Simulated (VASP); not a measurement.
A run of VASP 6.6.1 is set up as follows.

Contents of INCAR:

```
PREC = Accurate
ENCUT = 520
EDIFF = 1E-7
ISMEAR = 0
SIGMA = 0.1
LREAL = False
LASPH = True
NELM = 60
ALGO = Normal
ISIF = 2
LWAVE = False
LCHARG = False
GGA = PE
NBANDS = 16
```

The input KPOINTS:

```
regular mesh
0
Gamma
  6 6 6
```

The input POSCAR:

```
ZnBr
1.0
    2.0870193309      1.2049411725      3.3303098874
   -2.0870193309      1.2049411725      3.3303098874
    0.0000000000     -2.4098823449      3.3303098874
Zn Br
1 1
Direct
    0.0000000000      0.0000000000      0.0000000000
    0.5000000000      0.5000000000      0.5000000000
```

Potentials or basis: VASP PAW PBE potentials, release 64 (Zn, Br).

The run is started by

```console
$ cat potpaw_PBE.64/Zn/POTCAR potpaw_PBE.64/Br/POTCAR > POTCAR
$ mpirun -np 1 vasp_std > vasp.out
```

(1) Estimate the pressure.

## Answers

(1) -0.1 GPa.

Caveat: an odd number of electrons without spin polarisation forces a metal; a magnetic or distorted state may lie lower.
